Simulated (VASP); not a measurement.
# VPtC4N4 (P-43m) in VASP: further runs

The runs below take VPtC4N4 through single point, with PBE.

All numbers are computed with VASP 6.6.1; they aren't measurements. Logs are shortened: lines on timing, memory, paths and dates and some standing lists are left out, and cuts for length are marked.

## 1. The cell of the first run

Symmetry: P-43m, No. 215, cubic system. The conventional cell has a = 5.883 Å, b = 5.883 Å, c = 5.883 Å, α = 90.00°, β = 90.00°, γ = 90.00°. V (site symmetry -43m) has 4 C at 1.92 Å within 2.5 Å. Within 2.7 Å of Pt (site symmetry -43m) lie 4 N at 2.01 Å. C (site symmetry 3m) has 1 N at 1.17 Å within 1.6 Å. Within 1.6 Å of N (site symmetry 3m) lie 1 C at 1.17 Å.

## 2. Single point, PBE, collinear spin, ferromagnetic start

Contents of INCAR:

```
SYSTEM = VPtC4N4
PREC     = Accurate       ! precision mode
ENCUT    = 520            ! plane-wave cutoff, eV
EDIFF    = 1E-6           ! SCF threshold, eV
ISMEAR   = 0              ! smearing method
SIGMA    = 0.1            ! smearing width, eV
LREAL    = .False.        ! projectors in reciprocal space
LASPH    = .True.         ! aspherical terms in the spheres
NELM     = 150            ! most SCF steps
ALGO     = Normal         ! electronic algorithm
ISIF     = 2              ! what is computed and relaxed
LWAVE    = .False.        ! write WAVECAR
LCHARG   = .False.        ! write CHGCAR
ISPIN    = 2              ! spin polarisation
MAGMOM   = 2 0 0 0 0 0 0 0 0 0 ! initial moments
LORBIT   = 11             ! projections on sites
LMAXMIX  = 4              ! l up to which the mixer works
GGA      = PE             ! functional
NBANDS   = 44             ! bands
```

Contents of KPOINTS:

```
Automatic mesh
0
Gamma
  4 4 4
  0 0 0
```

Contents of POSCAR:

```
VPtC4N4
1.0
    5.8826218900      0.0000000000      0.0000000000
    0.0000000000      5.8826218900      0.0000000000
    0.0000000000      0.0000000000      5.8826218900
V Pt C N
1 1 4 4
Direct
    0.0000000000      0.0000000000      0.0000000000
    0.5000000000      0.5000000000      0.5000000000
    0.1881440800      0.1881440800      0.1881440800
    0.1881440800      0.8118559200      0.8118559200
    0.8118559200      0.1881440800      0.8118559200
    0.8118559200      0.8118559200      0.1881440800
    0.3029738000      0.3029738000      0.3029738000
    0.3029738000      0.6970262000      0.6970262000
    0.6970262000      0.3029738000      0.6970262000
    0.6970262000      0.6970262000      0.3029738000
```

Potentials or basis: VASP PAW PBE potentials, release 64 (V_sv, Pt, C, N).

Started as:

```bash
$ cat potpaw_PBE.64/V_sv/POTCAR potpaw_PBE.64/Pt/POTCAR potpaw_PBE.64/C/POTCAR potpaw_PBE.64/N/POTCAR > POTCAR
$ mpirun -np 1 vasp_std > vasp.out
```

OUTCAR:

```text
SYSTEM = VPtC4N4
   PREC = Accurate
   ENCUT = 520
   EDIFF = 1E-6
   ISMEAR = 0
   LREAL = .False.
   LASPH = .True.
   NELM = 150
   ISIF = 2
   ISPIN = 2
   LORBIT = 11
   GGA = PE

 ion  position               nearest neighbor table
   1  0.000  0.000  0.000-   3 1.92   4 1.92   5 1.92   6 1.92
   2  0.500  0.500  0.500-   7 2.01   8 2.01   9 2.01  10 2.01
   3  0.188  0.188  0.188-   7 1.17   1 1.92
   4  0.188  0.812  0.812-   8 1.17   1 1.92
   5  0.812  0.188  0.812-   9 1.17   1 1.92
   6  0.812  0.812  0.188-  10 1.17   1 1.92
   7  0.303  0.303  0.303-   3 1.17   2 2.01
   8  0.303  0.697  0.697-   4 1.17   2 2.01
   9  0.697  0.303  0.697-   5 1.17   2 2.01
  10  0.697  0.697  0.303-   6 1.17   2 2.01

  LATTYP: Found a simple cubic cell.
 ALAT       =     5.8826218900

  Lattice vectors:

 A1 = (   5.8826218900,   0.0000000000,   0.0000000000)
 A2 = (   0.0000000000,   5.8826218900,   0.0000000000)
 A3 = (   0.0000000000,   0.0000000000,   5.8826218900)

Analysis of symmetry for initial positions (statically):
=====================================================================
 Subroutine PRICEL returns:
 Original cell was already a primitive cell.

 Routine SETGRP: Setting up the symmetry group for a
 simple cubic supercell.

 Subroutine GETGRP returns: Found 24 space group operations
 (whereof 24 operations were pure point group operations)
 out of a pool of 48 trial point group operations.

The static configuration has the point symmetry T_d .

Analysis of symmetry for dynamics (positions and initial velocities):
=====================================================================
 Subroutine PRICEL returns:
 Original cell was already a primitive cell.

 Routine SETGRP: Setting up the symmetry group for a
 simple cubic supercell.

 Subroutine GETGRP returns: Found 24 space group operations
 (whereof 24 operations were pure point group operations)
 out of a pool of 48 trial point group operations.

The dynamic configuration has the point symmetry T_d .

Analysis of structural, dynamic, and magnetic symmetry:
=====================================================================
 Subroutine PRICEL returns:
 Original cell was already a primitive cell.

 Routine SETGRP: Setting up the symmetry group for a
 simple cubic supercell.

 Subroutine GETGRP returns: Found 24 space group operations
 (whereof 24 operations were pure point group operations)
 out of a pool of 48 trial point group operations.

The overall configuration has the point symmetry T_d .

[... 149 lines left out ...]

 val. band max:       -0.0789574572   @ k =   0.5000   0.2500   0.0000
 cond. band min:      -0.0177907392   @ k =   0.5000   0.2500   0.0000
 fundamental gap:      0.0611667180
 Fermi energy:        -0.0362631698

 spin component 1

 k-point     1 :       0.0000    0.0000    0.0000
  band No.  band energies     occupation
      1     -64.9627      1.00000
      2     -38.8554      1.00000
      3     -38.8554      1.00000
      4     -38.8554      1.00000
      5     -18.3472      1.00000
      6     -18.2164      1.00000
[... 429 lines left out ...]
     40       5.2588      0.00000
     41       5.4400      0.00000
 Fermi energy:        -0.0362631698

 spin component 2

 k-point     1 :       0.0000    0.0000    0.0000
  band No.  band energies     occupation
      1     -63.7754      1.00000
      2     -37.6813      1.00000
      3     -37.6813      1.00000
      4     -37.6813      1.00000
      5     -18.3246      1.00000
      6     -18.1946      1.00000
[... 429 lines left out ...]
     40       5.4640      0.00000
     41       5.8780      0.00000
 [bands above 41 left out]

------------------------ aborting loop because EDIFF is reached ----------------------------------------

  FORCE on cell =-STRESS in cart. coord.  units (eV):
  Direction    XX          YY          ZZ          XY          YZ          ZX
  --------------------------------------------------------------------------------------
  -------------------------------------------------------------------------------------
  Total        5.8350959      5.8350959      5.8350959     -0.0000000     -0.0000000      0.0000000
  in kB       45.9246419     45.9246419     45.9246419     -0.0000000     -0.0000000      0.0000000
  external PRESSURE =      45.9246419 kB  Pullay stress =       0.0000000 kB

 VOLUME and BASIS-vectors are now :
 -----------------------------------------------------------------------------
  energy-cutoff  :      520.00
  volume of cell :      203.57
      direct lattice vectors                 reciprocal lattice vectors
     5.882621890  0.000000000  0.000000000     0.169992228  0.000000000  0.000000000
     0.000000000  5.882621890  0.000000000     0.000000000  0.169992228  0.000000000
     0.000000000  0.000000000  5.882621890     0.000000000  0.000000000  0.169992228

 POSITION                                       TOTAL-FORCE (eV/Angst)
 -----------------------------------------------------------------------------------
      0.00000      0.00000      0.00000         0.000000      0.000000     -0.000000
      2.94131      2.94131      2.94131        -0.000000      0.000000     -0.000000
      1.10678      1.10678      1.10678        -0.319004     -0.319004     -0.319004
      1.10678      4.77584      4.77584        -0.319004      0.319004      0.319004
      4.77584      1.10678      4.77584         0.319004     -0.319004      0.319004
      4.77584      4.77584      1.10678         0.319004      0.319004     -0.319004
      1.78228      1.78228      1.78228         0.842338      0.842338      0.842338
      1.78228      4.10034      4.10034         0.842338     -0.842338     -0.842338
      4.10034      1.78228      4.10034        -0.842338      0.842338     -0.842338
      4.10034      4.10034      1.78228        -0.842338     -0.842338      0.842338
 -----------------------------------------------------------------------------------
    total drift:                               -0.000000     -0.000000     -0.000000

  FREE ENERGIE OF THE ION-ELECTRON SYSTEM (eV)
  ---------------------------------------------------
  free  energy   TOTEN  =       -78.4734876265 eV

  energy  without entropy=      -78.4489334352  energy(sigma->0) =      -78.46121053

 total charge

# of ion       s       p       d       tot
------------------------------------------
    1        2.351   6.296   3.146  11.793
    2        0.560   0.815   7.962   9.337
    3        0.965   1.686   0.000   2.650
    4        0.965   1.686   0.000   2.650
    5        0.965   1.686   0.000   2.650
    6        0.965   1.686   0.000   2.650
    7        1.298   2.559   0.000   3.858
    8        1.298   2.559   0.000   3.858
    9        1.298   2.559   0.000   3.858
   10        1.298   2.559   0.000   3.858
--------------------------------------------------
tot         11.962  24.092  11.108  47.162

 magnetization (x)

# of ion       s       p       d       tot
------------------------------------------
    1        0.013   0.013   1.193   1.219
    2       -0.004  -0.041  -0.336  -0.382
    3       -0.008  -0.032   0.000  -0.040
    4       -0.008  -0.032   0.000  -0.040
    5       -0.008  -0.032   0.000  -0.040
    6       -0.008  -0.032   0.000  -0.040
    7       -0.003   0.042   0.000   0.039
    8       -0.003   0.042   0.000   0.039
    9       -0.003   0.042   0.000   0.039
   10       -0.003   0.042   0.000   0.039
--------------------------------------------------
tot         -0.033   0.011   0.857   0.834
```

Wall time 7.6 min (1 thread of Intel Xeon 8259CL, shared host); peak memory 0.5 GiB.

What came out:

| Quantity | Value |
| --- | --- |
| Free energy | -78.4735 eV |
| Pressure | 4.6 GPa |
| Largest force | 1.459 eV/Å |
| Band gap on the k mesh | zero (filled and empty bands overlap) |
| Net moment | 1.00 μB per cell |
| Site moments | V +1.22; Pt -0.38; C -0.04; N +0.04 μB |
| Valence electrons inside the program's atomic spheres | V 11.79; Pt 9.34; C 2.65; N 3.86 |

Forces in eV/Å, atoms in the order of the input:
```
V    0.000  0.000  0.000
Pt   0.000  0.000  0.000
C   -0.319 -0.319 -0.319
C   -0.319  0.319  0.319
C    0.319 -0.319  0.319
C    0.319  0.319 -0.319
N    0.842  0.842  0.842
N    0.842 -0.842 -0.842
N   -0.842  0.842 -0.842
N   -0.842 -0.842  0.842
```

Caveat: the cell stands under pressure; spin-orbit coupling is left out, which moves the levels of the heavy elements; forces of over 1 eV/Å act on the atoms, so gaps and moduli don't describe the material at rest.

## 3. Single point, PBE, collinear spin, ferromagnetic start

This run uses another cell than the first one, of 21.57 Å³/atom.

INCAR is that of step 2.

Contents of KPOINTS:

```
regular mesh
0
Gamma
  4 4 4
  0 0 0
```

Contents of POSCAR:

```
VPtC4N4
1.0
    5.9973348706      0.0000000000      0.0000000000
    0.0000000000      5.9973348706      0.0000000000
    0.0000000000      0.0000000000      5.9973348706
V Pt C N
1 1 4 4
Direct
    0.0000000000      0.0000000000      0.0000000000
    0.5000000000      0.5000000000      0.5000000000
    0.1914184178      0.1914184178      0.1914184178
    0.1914184178      0.8085815822      0.8085815822
    0.8085815822      0.1914184178      0.8085815822
    0.8085815822      0.8085815822      0.1914184178
    0.3049702261      0.3049702261      0.3049702261
    0.3049702261      0.6950297739      0.6950297739
    0.6950297739      0.3049702261      0.6950297739
    0.6950297739      0.6950297739      0.3049702261
```

Potentials or basis: VASP PAW PBE potentials, release 64 (V_sv, Pt, C, N).

Started as:

```bash
$ cat potpaw_PBE.64/V_sv/POTCAR potpaw_PBE.64/Pt/POTCAR potpaw_PBE.64/C/POTCAR potpaw_PBE.64/N/POTCAR > POTCAR
$ mpirun -np 1 vasp_std > vasp.out
```

Run time: 7.5 min. Hardware: 1 thread of Intel Xeon 8259CL, shared host; peak memory 0.5 GiB.

It converged, with:

```
Free energy                                           : -78.6778 eV
Pressure                                              : 0.5 GPa
Largest force                                         : 0.293 eV/Å
Band gap on the k mesh                                : zero (filled and empty bands overlap)
Net moment                                            : 1.00 μB per cell
Site moments                                          : V +1.45; Pt -0.54; C -0.05; N +0.03 μB
Valence electrons inside the program's atomic spheres : V 11.58; Pt 9.26; C 2.61; N 3.84
```

Forces in eV/Å, atoms in the order of the input:
```
V    0.000  0.000  0.000
Pt   0.000  0.000  0.000
C   -0.151 -0.151 -0.151
C   -0.151  0.151  0.151
C    0.151 -0.151  0.151
C    0.151  0.151 -0.151
N    0.169  0.169  0.169
N    0.169 -0.169 -0.169
N   -0.169  0.169 -0.169
N   -0.169 -0.169  0.169
```

Levels at points of the mesh, in eV from the Fermi level:
Spin up:
```tsv
k point	band 27	band 28	band 29	band 30	band 31	band 32	band 33	band 34
(0.00, 0.00, 0.00)	-0.40	-0.40	-0.40	-0.31	-0.31	0.86	0.86	0.86
(0.50, 0.00, 0.00)	-1.19	-0.74	-0.41	-0.41	0.26	0.93	1.11	1.11
(0.50, 0.50, 0.00)	-1.18	-0.76	-0.27	-0.27	0.27	0.97	0.97	1.02
(0.50, 0.50, 0.50)	-0.29	-0.29	-0.23	-0.23	-0.23	0.86	0.86	0.86
```
Spin down:
```csv
k point,band 25,band 26,band 27,band 28,band 29,band 30,band 31,band 32,band 33,band 34
"(0.00, 0.00, 0.00)",-2.10,-2.10,-0.65,-0.65,-0.65,1.03,1.03,1.31,1.31,1.31
"(0.50, 0.00, 0.00)",-2.00,-1.73,-0.76,-0.61,-0.61,0.75,1.03,1.44,1.52,1.52
"(0.50, 0.50, 0.00)",-1.94,-1.69,-0.78,-0.51,-0.51,0.74,1.05,1.41,1.41,1.57
"(0.50, 0.50, 0.50)",-2.00,-2.00,-0.52,-0.52,-0.52,1.02,1.02,1.37,1.37,1.37
```

Caveat: spin-orbit coupling is left out, which moves the levels of the heavy elements.

The gap in the log of VASP goes by the Fermi energy; the results here count the filled bands.